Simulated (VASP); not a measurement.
Write the native input for VASP 6.6.1 that does the following.

* Task: single point
* Functional: PBEsol
* Potentials or basis: VASP PAW PBE potentials, release 64 (Pt)
* Cutoff: 520 eV
* k mesh: 12 × 12 × 12
* Occupations: fermi-dirac, width 0.05 eV
* Spin: no spin polarisation
* Dipole correction: no
* Further INCAR settings: ALGO = Fast; EDIFF = 1e-07; NBANDS = 11

The structure of Pt lies in POSCAR:

```
Pt
1.0
   -1.5602942147      1.5602942147      1.5602942147
    1.5602942147     -1.5602942147      1.5602942147
    1.5602942147      1.5602942147     -1.5602942147
Pt
1
Direct
    0.0000000000      0.0000000000      0.0000000000
```

This isn't the form of Pt at room conditions, which is fcc.

One way to write it, as run:

INCAR

```
SYSTEM = Pt
PREC = Accurate ; ENCUT = 520
EDIFF = 1E-7 ; ISMEAR = -1
SIGMA = 0.05 ; LREAL = .FALSE.
LASPH = .TRUE. ; NELM = 100
ALGO = Fast ; ISIF = 2
LWAVE = .FALSE. ; LCHARG = .FALSE.
GGA = PS ; NBANDS = 11
```

KPOINTS

```
regular mesh
0
G
  12 12 12
  0 0 0
```

Potentials or basis: VASP PAW PBE potentials, release 64 (Pt).

The run is started by

```sh
$ cat potpaw_PBE.64/Pt/POTCAR > POTCAR
$ mpirun -np 1 vasp_std > vasp.out
```

It gave:

```yaml
Pressure: -0.3 GPa
Band_gap_on_the_k_mesh: zero (bands 5 and 6 overlap by 2.31 eV)
```

Caveat: the PAW data sets were made with another functional, which shifts forces and pressure a little; spin-orbit coupling is left out, which moves the levels of the heavy elements.

It took 14 s on 1 thread of Intel Xeon 8259CL, on a shared host, peak memory 0.13 GiB.
